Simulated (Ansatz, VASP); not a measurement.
## One calculation of Pd, two programs

```xyz
1
Lattice="-1.5664 1.5664 1.5664 1.5664 -1.5664 1.5664 1.5664 1.5664 -1.5664" Properties=species:S:1:pos:R:3 pbc="T T T"
Pd    0.0000    0.0000    0.0000
```

Alike in both runs: task relaxation of cell and atoms; functional PBE; k mesh 18 × 18 × 18; occupations fermi-dirac, width 0.05 eV; no spin polarisation.

```csv
,VASP,Ansatz
version,VASP 6.6.1,Ansatz 0.2.0
potentials or method,"VASP PAW PBE potentials, release 64 (Pd)","PAW with Ansatz's default frozen-core files, scalar-relativistic"
plane-wave cutoff (eV),600,420
valence electrons in the cell,10,18
```

Ansatz gave:

| Property | Result |
| --- | --- |
| relaxed volume (Å³/atom) | 15.44 |
| relaxed cell length with the largest relative difference (Å) | 2.717 |

Task: Estimate VASP's values.

Result: Relaxed volume (Å³/atom): 15.41; relaxed cell length with the largest relative difference (Å): 2.715.

VASP's potentials hold 10 valence electrons a cell and Ansatz's 18, so a difference there can come from the potentials and not from the codes.
